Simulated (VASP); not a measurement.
Runs of VASP 6.6.1 on C. The structure is that of space group R-3m (No. 166), or close to it. The cells are those of the table. 

```tsv
cell	gap on the mesh (eV)	pressure (GPa)	largest force (eV/Å)
a = 3.586 Å, angles 39.5°, 2 atoms	0.55	14.4	0.85
a = 3.683 Å, angles 39.5°, 2 atoms	0.55	-8.7	0.89
a = 3.659 Å, angles 39.5°, 2 atoms	0.55	-3.7	0.88
a = 3.561 Å, angles 39.5°, 2 atoms	0.55	(b)	(a)
a = 3.706 Å, angles 39.5°, 2 atoms	0.55	-13.2	0.89
```

Alike in all rows: task single point; level PBEsol; potentials or basis VASP PAW PBE potentials, release 64 (C); no spin polarisation; k mesh 14 × 14 × 14; cutoff (eV) 520; smearing fermi-dirac 0.1 eV.

Q: Estimate the missing entries.

A: (a) 0.83; (b) 21.6.

Caveats: the PAW data sets were made with another functional, which shifts forces and pressure a little.

A k mesh can miss the band edges.
